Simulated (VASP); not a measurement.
Wanted: the native input for a VASP 6.6.1 run.

| Quantity | Value |
| --- | --- |
| Task | single point |
| Functional | PBE |
| Potentials or basis | VASP PAW PBE potentials, release 64 (Si, O) |
| Cutoff | 520 eV |
| k mesh | 6 × 6 × 8 |
| Occupations | gaussian, width 0.05 eV |
| Spin | no spin polarisation |
| Dipole correction | no |
| Further INCAR settings | ALGO = Normal; EDIFF = 1e-06; NBANDS = 25 |

The structure of SiO2 lies in POSCAR:

```
SiO2
1.0
    4.1406000000      0.0000000000      0.0000000000
    0.0000000000      4.1406000000      0.0000000000
    0.0000000000      0.0000000000      2.8512000000
Si O
2 4
Direct
    0.5000000000      0.5000000000      0.5000000000
    0.0000000000      0.0000000000      0.0000000000
    0.6930127928      0.6930127928      0.0000000000
    0.1930127928      0.8069872072      0.5000000000
    0.3069872072      0.3069872072      0.0000000000
    0.8069872072      0.1930127928      0.5000000000
```

The input as run:

INCAR

```
SYSTEM = SiO2
ALGO     = Normal         ! electronic algorithm
EDIFF    = 1E-6           ! SCF threshold, eV
ENCUT    = 520            ! plane-wave cutoff, eV
GGA      = PE             ! functional
ISIF     = 2              ! what is computed and relaxed
ISMEAR   = 0              ! smearing method
LASPH    = .True.         ! aspherical terms in the spheres
LCHARG   = .False.        ! write CHGCAR
LREAL    = .False.        ! projectors in reciprocal space
LWAVE    = .False.        ! write WAVECAR
NBANDS   = 25             ! bands
NELM     = 60             ! most SCF steps
PREC     = Accurate       ! precision mode
SIGMA    = 0.05           ! smearing width, eV
```

KPOINTS

```
k-points
0
Gamma
  6 6 8
  0 0 0
```

Potentials or basis: VASP PAW PBE potentials, release 64 (Si, O).

Launch:

```console
$ cat potpaw_PBE.64/Si/POTCAR potpaw_PBE.64/O/POTCAR > POTCAR
$ mpirun -np 1 vasp_std > vasp.out
```

Results of the run:

```json
{
 "Pressure": "-6.0 GPa",
 "Largest force": "0.498 eV/Å",
 "Band gap on the k mesh": "4.46 eV, direct"
}
```

Run time: 34 s on 1 thread of Intel(R) Xeon(R) Platinum 8375C CPU @ 2.90GHz (Ice Lake), on a shared host, peak memory 0.18 GiB.
